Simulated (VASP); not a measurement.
# Si (C2/m) in VASP: single point with r2SCAN

Aim: the single point of Si with r2SCAN.

All numbers are computed with VASP 6.6.1; they aren't measurements. Logs are shortened: lines on timing, memory, paths and dates and some standing lists are left out, and cuts for length are marked.

## Step 1: The cell of the first run

Symmetry: C2/m, No. 12, monoclinic system. The conventional cell has a = 6.652 Å, b = 3.840 Å, c = 9.977 Å, α = 90.00°, β = 109.47°, γ = 90.00°. Si (site symmetry m) has 4 Si at 2.35 Å within 3.1 Å. Si (site symmetry m) has 4 Si at 2.35 Å within 3.1 Å. Within 3.1 Å of Si (site symmetry m) lie 5 Si at 2.35 to 3.04 Å.

## Step 2: Single point, r2SCAN (the part above a cut slid along it)

Input file POSCAR:

```
Si
1.0
    2.7154700000     -2.7154700000      0.0000000000
    2.7154700000      0.0000000000     -2.7154700000
    6.7886750000      4.0732050000      5.4309400000
Si
6
Direct
    0.3958500000      0.6666666667      0.5416333333
    0.8958500000      0.0000000000      0.2083000000
   -0.1041500000      0.3333333333      0.8749666667
    0.2708500000      0.6666666667      0.7916333333
    0.7708500000      1.0000000000      0.4583000000
    0.2708500000      0.3333333333      0.1249666667
```

Input file INCAR.step1:

```
  ALGO = Normal
  EDIFF = 1E-4
  ENCUT = 520
  GGA = PE
  ISMEAR = 0
  ISYM = 0
  LASPH = True
  LCHARG = False
  LREAL = False
  LWAVE = True
  NBANDS = 21
  NELM = 100
  PREC = Accurate
  SIGMA = 0.05
```

Input file INCAR.step2:

```
  ALGO = Normal
  EDIFF = 1E-6
  ENCUT = 520
  ISIF = 2
  ISMEAR = 0
  ISTART = 1
  ISYM = 0
  LASPH = True
  LCHARG = True
  LELF = True
  LMIXTAU = True
  LREAL = False
  LVHAR = True
  LWAVE = False
  METAGGA = R2SCAN
  NBANDS = 21
  NELM = 100
  PREC = Accurate
  SIGMA = 0.05
```

Input file KPOINTS:

```
k-points
0
Gamma
  8 8 3
```

Potentials or basis: VASP PAW PBE potentials, release 64 (Si).

Launch:

```sh
$ cat potpaw_PBE.64/Si/POTCAR > POTCAR
$ cp INCAR.step1 INCAR
$ mpirun -np 1 vasp_std > vasp.out
$ cp INCAR.step2 INCAR
$ mpirun -np 1 vasp_std > vasp.out
```

OUTCAR:

```text
EDIFF = 1E-6
   ENCUT = 520
   ISIF = 2
   ISMEAR = 0
   ISTART = 1
   ISYM = 0
   LASPH = True
   LREAL = False
   METAGGA = R2SCAN
   NELM = 100
   PREC = Accurate

 ion  position               nearest neighbor table
   1  0.396  0.667  0.542-   5 2.35   5 2.35   5 2.35   4 2.35
   2  0.896  0.000  0.208-   6 2.35   6 2.35   5 2.35   6 2.35
   3  0.896  0.333  0.875-   4 2.35   4 2.35   4 2.35   6 3.04   6 3.04
   4  0.271  0.667  0.792-   3 2.35   1 2.35   3 2.35   3 2.35
   5  0.771  0.000  0.458-   1 2.35   1 2.35   1 2.35   2 2.35
   6  0.271  0.333  0.125-   2 2.35   2 2.35   2 2.35   3 3.04   3 3.04

IMPORTANT INFORMATION: All symmetrisations will be switched off!
NOSYMM: (Re-)initialisation of all symmetry stuff for point group C_1.

----------------------------------------------------------------------------------------

                                     Primitive cell

  volume of cell :     120.1396

  direct lattice vectors                    reciprocal lattice vectors
     2.715470000 -2.715470000  0.000000000     0.092065094 -0.276195281  0.092065094
     2.715470000  0.000000000 -2.715470000     0.122753458  0.122753458 -0.245506917
     6.788675000  4.073205000  5.430940000     0.061376729  0.061376729  0.061376729

  length of vectors
     3.840254502  3.840254502  9.600636256     0.305345372  0.300683337  0.106307613

  position of ions in fractional coordinates (direct lattice)
     0.395850000  0.666666667  0.541633333
     0.895850000  0.000000000  0.208300000
     0.895850000  0.333333333  0.874966667
     0.270850000  0.666666667  0.791633333
     0.770850000  0.000000000  0.458300000
     0.270850000  0.333333333  0.124966667

  ion indices of the primitive-cell ions
   primitive index   ion index
                 1           1
                 2           2
                 3           3
                 4           4
                 5           5
                 6           6

----------------------------------------------------------------------------------------

 KPOINTS: k-points

Automatic generation of k-mesh.
 Grid dimensions read from file:
 generate k-points for:    8    8    3

 Generating k-lattice:

  Cartesian coordinates                     Fractional coordinates (reciprocal lattice)
     0.011508137 -0.034524410  0.011508137     0.125000000  0.000000000  0.000000000
     0.015344182  0.015344182 -0.030688365     0.000000000  0.125000000  0.000000000
     0.020458910  0.020458910  0.020458910     0.000000000  0.000000000  0.333333333

  Length of vectors
     0.038168172  0.037585417  0.035435871

  Shift w.r.t. Gamma in fractional coordinates (k-lattice)
     0.000000000  0.000000000  0.000000000

 -----------------------------------------------------------------------------
|                                                                             |
|           W    W    AA    RRRRR   N    N  II  N    N   GGGG   !!!           |
|           W    W   A  A   R    R  NN   N  II  NN   N  G    G  !!!           |
|           W    W  A    A  R    R  N N  N  II  N N  N  G       !!!           |
|           W WW W  AAAAAA  RRRRR   N  N N  II  N  N N  G  GGG   !            |
|           WW  WW  A    A  R   R   N   NN  II  N   NN  G    G                |
|           W    W  A    A  R    R  N    N  II  N    N   GGGG   !!!           |
|                                                                             |
|     Your reciprocal lattice and k-lattice belong to different lattice       |
|     classes:                                                                |
|                                                                             |
|        The reciprocal lattice is body-centered orthorhombic,                |
|        whereas your k-lattice is base-centered monoclinic.                  |
|                                                                             |
|     Results are often still useful ...                                      |
|                                                                             |
 -----------------------------------------------------------------------------

 WARNING: IBZKPT: internal override: KBLOWUP is changed to .FALSE.
      ... skipping the blow-up phase ...

 Subroutine IBZKPT returns following result:
 ===========================================

 Found     98 irreducible k-points:

 Following reciprocal coordinates:
            Coordinates               Weight
  0.000000  0.000000  0.000000      1.000000
  0.125000  0.000000  0.000000      2.000000
  0.250000  0.000000  0.000000      2.000000
  0.375000  0.000000  0.000000      2.000000
  0.500000  0.000000  0.000000      1.000000
  0.000000  0.125000  0.000000      2.000000
[... 16 lines left out ...]
  0.125000  0.375000  0.000000      2.000000
  0.250000  0.375000  0.000000      2.000000
 [... further k-points ...]
   k-points           NKPTS =     98   k-points in BZ     NKDIM =     98   number of bands    NBANDS=     21
   number of dos      NEDOS =    301   number of ions     NIONS =      6
   total plane-waves  NPLWV =  64800
   dimension x,y,z NGX =    30 NGY =   30 NGZ =   72
   dimension x,y,z NGXF=    60 NGYF=   60 NGZF=  144
   ions per type =               6
   NGX,Y,Z   is equivalent  to a cutoff of  12.99, 12.99, 12.47 a.u.
   NGXF,Y,Z  is equivalent  to a cutoff of  25.97, 25.97, 24.94 a.u.
 SYSTEM =  unknown system
   PREC   = accura    normal or accurate (medium, high low for compatibility)
   ISTART =      1    job   : 0-new  1-cont  2-samecut
   ICHARG =      0    charge: 1-file 2-atom 10-const
   ISPIN  =      1    spin polarized calculation?
   LNONCOLLINEAR =      F non collinear calculations
   LSORBIT =      F    spin-orbit coupling
   LASPH  =      T    aspherical Exc in radial PAW
   ENCUT  =  520.0 eV  38.22 Ry    6.18 a.u.   7.14  7.14 17.85*2*pi/ulx,y,z
   NELM   =    100;   NELMIN=  2; NELMDL=  0     # of ELM steps
   EDIFF  = 0.1E-05   stopping-criterion for ELM
   LREAL  =      F    real-space projection
   EDIFFG = 0.1E-04   stopping-criterion for IOM
   NSW    =      0    number of steps for IOM
   IBRION =     -1    ionic relax: 0-MD 1-quasi-New 2-CG
   NFREE  =      0    steps in history (QN), initial steepest desc. (CG)
   ISIF   =      2    stress and relaxation
   ISYM   =      0    0-nonsym 1-usesym 2-fastsym
   POTIM  = 0.5000    time-step for ionic-motion
   TEBEG  =    0.0;   TEEND  =   0.0 temperature during run
   PSTRESS=    0.0 pullay stress
   NELECT =      24.0000    total number of electrons
   NUPDOWN=      -1.0000    fix difference up-down
   EMIN   =  10.00;   EMAX   =-10.00  energy-range for DOS
   EFERMI =   0.00;   METHOD = LEGACY
   ISMEAR =     0;   SIGMA  =   0.05  broadening in eV -4-tet -1-fermi 0-gaus
   EFERMI_NEDOS =   21; number of points for ismear=-14 and -15
   IALGO  =     38    algorithm
   IMIX   =      4    mixing-type and parameters
     AMIX     =   0.40;   BMIX     =  1.00
     AMIX_MAG =   1.60;   BMIX_MAG =  1.00
  volume/ion in A,a.u.               =      20.02       135.12
  Fermi-wavevector in a.u.,A,eV,Ry     =   0.957010  1.808487 12.461143  0.915868
  Thomas-Fermi vector in A             =   2.085990
   LORBIT       =      0    0 simple, 1 ext, 2 COOP (PROOUT), +10 PAW based schemes
   METAGGA = R2SCAN    functional components
   LHFCALC =     F    Hartree Fock is set to
   AEXX    =    0.0000 exact exchange contribution
   IVDW    =     0    specifies the selected vdW correction
   LEPSILON=     F    determine dielectric tensor
   LRPA    =     F    only Hartree local field effects (RPA)
 non-spin polarized calculation
 Gauss-broadening in eV      SIGMA  =   0.05
  energy-cutoff  :      520.00
  volume of cell :      120.14
 maximum number of plane-waves:      3255
 NGX is ok and might be reduce to    30
   NGX = 15   NGY = 15   NGZ = 35

 number of electron      23.9999999 magnetization

 Free energy of the ion-electron system (eV)
  ---------------------------------------------------
  ext. energy  EPLUGINS =         0.00000000
  ---------------------------------------------------
  free energy    TOTEN  =       -51.18588694 eV

  energy without entropy =      -51.18478179  energy(sigma->0) =      -51.18533437

 E-fermi :   5.7313     XC(G=0):  -9.9335

 val. band max:        5.7065186318   @ k =  -0.3750   0.5000   0.3333
 cond. band min:       5.7546135181   @ k =   0.5000   0.3750   0.3333
 fundamental gap:      0.0480948864
 Fermi energy:         5.7312613307

 k-point     1 :       0.0000    0.0000    0.0000
  band No.  band energies     occupation
      1      -6.7704      2.00000
      2      -5.4011      2.00000
      3      -5.2690      2.00000
      4       0.1435      2.00000
      5       0.6153      2.00000
      6       4.4189      2.00000
[... 13 lines left out ...]
     20       9.3227      0.00000
     21       9.4259      0.00000

 k-point     2 :       0.1250    0.0000    0.0000
  band No.  band energies     occupation
      1      -6.5706      2.00000
      2      -5.3149      2.00000
      3      -4.9714      2.00000
      4       0.0400      2.00000
      5       0.9110      2.00000
      6       3.2030      2.00000
[... 13 lines left out ...]
     20       9.8613      0.00000
     21      10.1253      0.00000

 k-point     3 :       0.2500    0.0000    0.0000
  band No.  band energies     occupation
      1      -5.9810      2.00000
      2      -4.9123      2.00000
      3      -4.2496      2.00000
      4      -0.3544      2.00000
      5       1.0182      2.00000
      6       1.4410      2.00000
[... 13 lines left out ...]
     20      11.2558      0.00000
     21      11.6372      0.00000

 k-point     4 :       0.3750    0.0000    0.0000
  band No.  band energies     occupation
      1      -5.0486      2.00000
      2      -4.2609      2.00000
      3      -3.1919      2.00000
      4      -1.6001      2.00000
      5      -0.4096      2.00000
      6      -0.0246      2.00000
[... 13 lines left out ...]
     20      11.6514      0.00000
     21      12.1528      0.00000

 k-point     5 :       0.5000    0.0000    0.0000
  band No.  band energies     occupation
      1      -4.0972      2.00000
      2      -4.0398      2.00000
      3      -2.7288      2.00000
      4      -1.6393      2.00000
      5      -1.6106      2.00000
      6      -1.2290      2.00000
[... 13 lines left out ...]
     20      11.5735      0.00000
     21      11.9788      0.00000
[... 382 lines left out ...]
     20      11.2215      0.00000
     21      11.5553      0.00000

 k-point    22 :       0.0000    0.3750   -0.0000
  band No.  band energies     occupation
      1      -5.1201      2.00000
      2      -4.0071      2.00000
      3      -3.5888      2.00000
      4      -1.1286      2.00000
      5      -0.8112      2.00000
      6       0.1563      2.00000
[... 13 lines left out ...]
     20      11.5464      0.00000
     21      13.1030      0.00000

 k-point    23 :       0.1250    0.3750    0.0000
  band No.  band energies     occupation
      1      -5.4510      2.00000
      2      -4.3192      2.00000
      3      -3.8289      2.00000
      4      -0.6223      2.00000
      5      -0.2460      2.00000
      6       1.0553      2.00000
[... 13 lines left out ...]
     20      11.3746      0.00000
     21      11.7018      0.00000

 k-point    24 :       0.2500    0.3750    0.0000
  band No.  band energies     occupation
      1      -5.4337      2.00000
      2      -4.3829      2.00000
      3      -3.7420      2.00000
      4      -0.6546      2.00000
      5      -0.2601      2.00000
      6       1.1289      2.00000
[... 13 lines left out ...]
     20      11.0700      0.00000
     21      11.3528      0.00000

 [... further k-points ...]

------------------------ aborting loop because EDIFF is reached ----------------------------------------

  FORCE on cell =-STRESS in cart. coord.  units (eV):
  Direction    XX          YY          ZZ          XY          YZ          ZX
  --------------------------------------------------------------------------------------
  -------------------------------------------------------------------------------------
  Total       -2.0890929     -2.0872026      1.3605115      0.6055880      0.6881599      0.7158505
  in kB      -27.8600607    -27.8348513     18.1437284      8.0760979      9.1772739      9.5465545
  external PRESSURE =     -12.5170612 kB  Pullay stress =       0.0000000 kB

 VOLUME and BASIS-vectors are now :
 -----------------------------------------------------------------------------
  energy-cutoff  :      520.00
  volume of cell :      120.14
      direct lattice vectors                 reciprocal lattice vectors
     2.715470000 -2.715470000  0.000000000     0.092065094 -0.276195281  0.092065094
     2.715470000  0.000000000 -2.715470000     0.122753458  0.122753458 -0.245506917
     6.788675000  4.073205000  5.430940000     0.061376729  0.061376729  0.061376729

 POSITION                                       TOTAL-FORCE (eV/Angst)
 -----------------------------------------------------------------------------------
      6.56220      1.13126      1.13126        -0.099291     -0.098983     -0.267877
      3.84673     -1.58421      1.13126        -0.122421     -0.126686      0.023512
      9.27767      1.13126      3.84673         0.201834      0.196336      0.269975
      7.91994      2.48900      2.48900         0.122424      0.126689     -0.023509
      5.20447     -0.22647      2.48900         0.099293      0.098985      0.267879
      2.48900     -0.22647     -0.22647        -0.201840     -0.196341     -0.269980
 -----------------------------------------------------------------------------------
    total drift:                                0.000013      0.000013      0.000013

  FREE ENERGIE OF THE ION-ELECTRON SYSTEM (eV)
  ---------------------------------------------------
  free  energy   TOTEN  =       -51.1858869377 eV

  energy  without entropy=      -51.1847817933  energy(sigma->0) =      -51.18533437
```

It took 6 min on 1 thread of AMD EPYC 9R45 (Zen 5), shared host; peak memory 0.32 GiB.

What came out:

```yaml
Free_energy: -51.1859 eV
Pressure: -1.3 GPa
Largest_force: 0.390 eV/Å
Band_gap_on_the_k_mesh: zero (bands 12 and 13 overlap by 1.10 eV)
```

Forces in eV/Å, atoms in the order of the input:
```
Si  -0.099 -0.099 -0.268
Si  -0.122 -0.127  0.024
Si   0.202  0.196  0.270
Si   0.122  0.127 -0.024
Si   0.099  0.099  0.268
Si  -0.202 -0.196 -0.270
```

Stress tensor (GPa, compression positive):
```
-2.79  0.81  0.95
 0.81 -2.78  0.92
 0.95  0.92  1.81
```

Caveat: the cell differs from its parent crystal (the part above a cut slid along it); the PAW data sets were made with another functional, which shifts forces and pressure a little.

The gap in the log of VASP goes by the Fermi energy; the results here count the filled bands.